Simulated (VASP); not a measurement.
# Y (P6/mmm) in VASP: notebook, part 2 of 2

VASP 6.6.1. Earlier steps stand in the parts before.

### Step 3. Single point, PBE (volume scaled by 1.12)

INCAR

```
ALGO = Normal ; EDIFF = 1E-6
ENCUT = 500 ; GGA = PE
GGA_COMPAT = False ; ISIF = 2
ISMEAR = -1 ; LASPH = True
LCHARG = True ; LELF = True
LREAL = False ; LVHAR = True
LWAVE = False ; NBANDS = 24
NELM = 120 ; PREC = Accurate
SIGMA = 0.1
```

KPOINTS

```
k-points
0
Gamma
  7 7 10
```

POSCAR

```
Y
1.0
    5.8696733906      0.0000000000      0.0000000000
   -2.9348366953      5.0832862682      0.0000000000
    0.0000000000      0.0000000000      3.6650647279
Y
3
Direct
    0.0000000000      1.0000000000      0.0000000000
    0.3333333333      0.6666666667      0.5000000000
    0.6666666667      0.3333333333      0.5000000000
```

Potentials or basis: VASP PAW PBE potentials, release 64 (Y_sv).

Run with:

```
cat potpaw_PBE.64/Y_sv/POTCAR > POTCAR
mpirun -np 1 vasp_std > vasp.out
```

OUTCAR:

```text
EDIFF = 1E-6
   ENCUT = 500
   GGA = PE
   ISIF = 2
   ISMEAR = -1
   LASPH = True
   LREAL = False
   NELM = 120
   PREC = Accurate

 ion  position               nearest neighbor table
   1  0.000  0.000  0.000-   2 3.85   3 3.85   2 3.85   3 3.85   3 3.85   3 3.85   2 3.85   2 3.85
                             3 3.85   3 3.85   2 3.85   2 3.85
   2  0.333  0.667  0.500-   3 3.39   3 3.39   3 3.39   1 3.85   1 3.85   1 3.85   1 3.85   1 3.85
                             1 3.85
   3  0.667  0.333  0.500-   2 3.39   2 3.39   2 3.39   1 3.85   1 3.85   1 3.85   1 3.85   1 3.85
                             1 3.85

  LATTYP: Found a hexagonal cell.
 ALAT       =     5.8696733906
 C/A-ratio  =     0.6244069276

  Lattice vectors:

 A1 = (   5.8696733906,   0.0000000000,   0.0000000000)
 A2 = (  -2.9348366953,   5.0832862682,   0.0000000000)
 A3 = (   0.0000000000,   0.0000000000,   3.6650647279)

Analysis of symmetry for initial positions (statically):
=====================================================================
 Subroutine PRICEL returns:
 Original cell was already a primitive cell.

 Routine SETGRP: Setting up the symmetry group for a
 hexagonal supercell.

 Subroutine GETGRP returns: Found 24 space group operations
 (whereof 24 operations were pure point group operations)
 out of a pool of 24 trial point group operations.

The static configuration has the point symmetry D_6h.

Analysis of symmetry for dynamics (positions and initial velocities):
=====================================================================
 Subroutine PRICEL returns:
 Original cell was already a primitive cell.

 Routine SETGRP: Setting up the symmetry group for a
 hexagonal supercell.

 Subroutine GETGRP returns: Found 24 space group operations
 (whereof 24 operations were pure point group operations)
 out of a pool of 24 trial point group operations.

The dynamic configuration has the point symmetry D_6h.

[... 116 lines left out ...]
   EFERMI_NEDOS =   21; number of points for ismear=-14 and -15
   IALGO  =     38    algorithm
   IMIX   =      4    mixing-type and parameters
     AMIX     =   0.40;   BMIX     =  1.00
     AMIX_MAG =   1.60;   BMIX_MAG =  1.00
  volume/ion in A,a.u.               =      36.45       245.99
  Fermi-wavevector in a.u.,A,eV,Ry     =   1.098077  2.075064 16.405536  1.205773
  Thomas-Fermi vector in A             =   2.234448
   LORBIT       =      0    0 simple, 1 ext, 2 COOP (PROOUT), +10 PAW based schemes
   GGA     = PE    functional components
   LHFCALC =     F    Hartree Fock is set to
   AEXX    =    0.0000 exact exchange contribution
   IVDW    =     0    specifies the selected vdW correction
   LEPSILON=     F    determine dielectric tensor
   LRPA    =     F    only Hartree local field effects (RPA)
 non-spin polarized calculation
  energy-cutoff  :      500.00
  volume of cell :      109.36
 maximum number of plane-waves:      2796
 NGX is ok and might be reduce to    48
   NGX = 21   NGY = 21   NGZ = 13

 number of electron      33.0000002 magnetization

 Free energy of the ion-electron system (eV)
  ---------------------------------------------------
  ext. energy  EPLUGINS =         0.00000000
  ---------------------------------------------------
  free energy    TOTEN  =       -19.05388721 eV

  energy without entropy =      -18.84395089  energy(sigma->0) =      -18.94891905

 E-fermi :   2.4787     XC(G=0):  -9.0323

 val. band max:        2.4773038701   @ k =   0.0000   0.0000   0.0000
 cond. band min:       2.4814257962   @ k =   0.1429   0.1429   0.2000
 fundamental gap:      0.0041219261
 Fermi energy:         2.4786511379

 k-point     1 :       0.0000    0.0000    0.0000
  band No.  band energies     occupation
      1     -40.4954      2.00000
      2     -40.4501      2.00000
      3     -40.4247      2.00000
      4     -20.5936      2.00000
      5     -20.5936      2.00000
      6     -20.4660      2.00000
[... 637 lines left out ...]
     23       4.5178      0.00000
     24       5.4653      0.00000

 [... further k-points ...]

------------------------ aborting loop because EDIFF is reached ----------------------------------------

  FORCE on cell =-STRESS in cart. coord.  units (eV):
  Direction    XX          YY          ZZ          XY          YZ          ZX
  --------------------------------------------------------------------------------------
  -------------------------------------------------------------------------------------
  Total       -2.6149695     -2.6149695     -2.4706426      0.0000000     -0.0000000      0.0000000
  in kB      -38.3121975    -38.3121975    -36.1976481      0.0000000     -0.0000000      0.0000000
  external PRESSURE =     -37.6073477 kB  Pullay stress =       0.0000000 kB

 VOLUME and BASIS-vectors are now :
 -----------------------------------------------------------------------------
  energy-cutoff  :      500.00
  volume of cell :      109.36
      direct lattice vectors                 reciprocal lattice vectors
     5.869673391  0.000000000  0.000000000     0.170367231  0.098361566  0.000000000
    -2.934836695  5.083286268  0.000000000     0.000000000  0.196723133  0.000000000
     0.000000000  0.000000000  3.665064728     0.000000000  0.000000000  0.272846477

 POSITION                                       TOTAL-FORCE (eV/Angst)
 -----------------------------------------------------------------------------------
      0.00000      0.00000      0.00000         0.000000     -0.000000      0.000000
     -0.00000      3.38886      1.83253        -0.000000     -0.000000     -0.000000
      2.93484      1.69443      1.83253         0.000000      0.000000      0.000000
 -----------------------------------------------------------------------------------
    total drift:                               -0.000000      0.000000     -0.000000

  FREE ENERGIE OF THE ION-ELECTRON SYSTEM (eV)
  ---------------------------------------------------
  free  energy   TOTEN  =       -19.0538872104 eV

  energy  without entropy=      -18.8439508860  energy(sigma->0) =      -18.94891905
```

OSZICAR:

```text
N       E                     dE             d eps       ncg     rms          rms(c)
DAV:   1     0.146898549892E+03    0.14690E+03   -0.15479E+04  2304   0.124E+03
DAV:   2    -0.586516706961E+01   -0.15276E+03   -0.14707E+03  2712   0.292E+02
DAV:   3    -0.192813453784E+02   -0.13416E+02   -0.13056E+02  4392   0.474E+01
DAV:   4    -0.198203799672E+02   -0.53903E+00   -0.53784E+00  3120   0.106E+01
DAV:   5    -0.198385361388E+02   -0.18156E-01   -0.18154E-01  3568   0.160E+00    0.380E+01
DAV:   6    -0.192092490102E+02    0.62929E+00   -0.77650E-01  2448   0.468E+00    0.231E+01
DAV:   7    -0.190663349088E+02    0.14291E+00   -0.13933E+00  2880   0.581E+00    0.220E+00
DAV:   8    -0.190550989575E+02    0.11236E-01   -0.22531E-01  2936   0.220E+00    0.131E+00
DAV:   9    -0.190538180350E+02    0.12809E-02   -0.63524E-03  3504   0.532E-01    0.411E-01
DAV:  10    -0.190540519399E+02   -0.23390E-03   -0.49313E-03  3088   0.500E-01    0.145E-01
DAV:  11    -0.190538834062E+02    0.16853E-03   -0.87619E-04  3024   0.178E-01    0.195E-02
DAV:  12    -0.190538864325E+02   -0.30262E-05   -0.44596E-05  3240   0.388E-02    0.115E-02
DAV:  13    -0.190538872104E+02   -0.77795E-06   -0.21549E-06  2568   0.120E-02
   1 F= -.19053887E+02 E0= -.18948919E+02  d E =-.209936E+00
```

Run time: 59 s. Hardware: 1 thread of Intel Xeon 6975P-C (Granite Rapids), shared host; peak memory 0.3 GiB.

What came out:

- Free energy: -19.0539 eV
- Pressure: -3.8 GPa

Stress tensor (GPa, compression positive):
```
-3.83  0.00  0.00
 0.00 -3.83  0.00
 0.00  0.00 -3.62
```

Caveat: the cell differs from its parent crystal (volume scaled by 1.12).

### Step 4. Single point, PBE

This run uses another cell than the first one, of 32.55 Å³/atom, 0.926 times its volume.

INCAR

```
  ALGO = Normal
  EDIFF = 1E-6
  ENCUT = 500
  GGA = PE
  GGA_COMPAT = False
  ISIF = 2
  ISMEAR = -1
  LASPH = True
  LCHARG = True
  LELF = True
  LREAL = False
  LVHAR = True
  LWAVE = False
  NBANDS = 24
  NELM = 120
  PREC = Accurate
  SIGMA = 0.1
```

KPOINTS

```
k-points
0
Gamma
  9 9 12
```

POSCAR

```
Y
1.0
    5.6520751642      0.0000000000      0.0000000000
   -2.8260375821      4.8948406763      0.0000000000
    0.0000000000      0.0000000000      3.5291948878
Y
3
Direct
    0.0000000000      1.0000000000      0.0000000000
    0.3333333333      0.6666666667      0.5000000000
    0.6666666667      0.3333333333      0.5000000000
```

Potentials or basis: VASP PAW PBE potentials, release 64 (Y_sv).

Run with:

```
cat potpaw_PBE.64/Y_sv/POTCAR > POTCAR
mpirun -np 1 vasp_std > vasp.out
```

OUTCAR:

```text
EDIFF = 1E-6
   ENCUT = 500
   GGA = PE
   ISIF = 2
   ISMEAR = -1
   LASPH = True
   LREAL = False
   NELM = 120
   PREC = Accurate

 ion  position               nearest neighbor table
   1  0.000  0.000  0.000-   2 3.71   3 3.71   2 3.71   3 3.71   3 3.71   3 3.71   2 3.71   2 3.71
                             3 3.71   3 3.71   2 3.71   2 3.71
   2  0.333  0.667  0.500-   3 3.26   3 3.26   3 3.26   1 3.71   1 3.71   1 3.71   1 3.71   1 3.71
                             1 3.71
   3  0.667  0.333  0.500-   2 3.26   2 3.26   2 3.26   1 3.71   1 3.71   1 3.71   1 3.71   1 3.71
                             1 3.71

[... 847 lines left out ...]
  --------------------------------------------------------------------------------------
  -------------------------------------------------------------------------------------
  Total       -0.0544908     -0.0544908     -0.0588447      0.0000000     -0.0000000     -0.0000000
  in kB       -0.8941523     -0.8941523     -0.9655970      0.0000000     -0.0000000     -0.0000000
  external PRESSURE =      -0.9179672 kB  Pullay stress =       0.0000000 kB

 VOLUME and BASIS-vectors are now :
 -----------------------------------------------------------------------------
  energy-cutoff  :      500.00
  volume of cell :       97.64
      direct lattice vectors                 reciprocal lattice vectors
     5.652075164  0.000000000  0.000000000     0.176926168  0.102148371  0.000000000
    -2.826037582  4.894840676  0.000000000     0.000000000  0.204296741  0.000000000
     0.000000000  0.000000000  3.529194888     0.000000000  0.000000000  0.283350745

 POSITION                                       TOTAL-FORCE (eV/Angst)
 -----------------------------------------------------------------------------------
      0.00000      0.00000      0.00000        -0.000000      0.000000      0.000000
     -0.00000      3.26323      1.76460         0.000000      0.000000     -0.000000
      2.82604      1.63161      1.76460        -0.000000      0.000000      0.000000
 -----------------------------------------------------------------------------------
    total drift:                               -0.000000      0.000000     -0.000000

  FREE ENERGIE OF THE ION-ELECTRON SYSTEM (eV)
  ---------------------------------------------------
  free  energy   TOTEN  =       -19.2050645766 eV

  energy  without entropy=      -19.0157702017  energy(sigma->0) =      -19.11041739
```

OSZICAR:

```text
N       E                     dE             d eps       ncg     rms          rms(c)
DAV:   1     0.147038697180E+03    0.14704E+03   -0.15699E+04  4032   0.125E+03
DAV:   2    -0.598346395284E+01   -0.15302E+03   -0.14675E+03  4848   0.296E+02
DAV:   3    -0.193213061630E+02   -0.13338E+02   -0.12918E+02  7552   0.475E+01
DAV:   4    -0.198185107447E+02   -0.49720E+00   -0.49599E+00  5160   0.100E+01
DAV:   5    -0.198333375434E+02   -0.14827E-01   -0.14824E-01  6112   0.149E+00    0.404E+01
DAV:   6    -0.193138229786E+02    0.51951E+00   -0.66271E-01  4264   0.452E+00    0.246E+01
DAV:   7    -0.192163151698E+02    0.97508E-01   -0.12222E+00  5176   0.567E+00    0.226E+00
DAV:   8    -0.192060073683E+02    0.10308E-01   -0.20436E-01  5160   0.217E+00    0.117E+00
DAV:   9    -0.192049495538E+02    0.10578E-02   -0.60639E-03  6272   0.515E-01    0.388E-01
DAV:  10    -0.192051337579E+02   -0.18420E-03   -0.34179E-03  4992   0.430E-01    0.110E-01
DAV:  11    -0.192050621777E+02    0.71580E-04   -0.44396E-04  5216   0.131E-01    0.188E-02
DAV:  12    -0.192050639275E+02   -0.17498E-05   -0.20609E-05  5736   0.267E-02    0.787E-03
DAV:  13    -0.192050645766E+02   -0.64912E-06   -0.12695E-06  3664   0.917E-03
   1 F= -.19205065E+02 E0= -.19110417E+02  d E =-.189294E+00
```

Wall time 77 s (1 thread of Intel Xeon 6975P-C (Granite Rapids), shared host); peak memory 0.32 GiB.

Results:

```
Free energy : -19.2051 eV
Pressure    : -0.1 GPa
```

Levels at points of the mesh, in eV from the Fermi level:
| k point | band 14 | band 15 | band 16 | band 17 | band 18 | band 19 | band 20 | band 21 |
| --- | --- | --- | --- | --- | --- | --- | --- | --- |
| (0.00, 0.00, 0.00) | -1.00 | 0.06 | 0.06 | 0.12 | 0.12 | 0.46 | 1.73 | 2.39 |
| (0.00, 0.00, 0.50) | -1.11 | -1.06 | -1.06 | -0.65 | -0.65 | 1.72 | 1.72 | 2.10 |

### Step 5. The runs side by side

```csv
cell,k mesh,gap on the mesh (eV),pressure (GPa)
"a = 5.799, b = 5.799, c = 3.621 Å, angles 90.0, 90.0, 120.0°, 3 atoms",7 × 7 × 10,none,-2.7
"a = 5.870, b = 5.870, c = 3.665 Å, angles 90.0, 90.0, 120.0°, 3 atoms",7 × 7 × 10,none,-3.8
"a = 5.652, b = 5.652, c = 3.529 Å, angles 90.0, 90.0, 120.0°, 3 atoms",9 × 9 × 12,none,-0.1
```

Alike in all rows: task single point; level PBE; potentials or basis VASP PAW PBE potentials, release 64 (Y_sv); no spin polarisation; cutoff (eV) 500; smearing fermi-dirac 0.1 eV.

Total energies depend on the potentials used, so only differences within one code and one set of settings carry meaning.
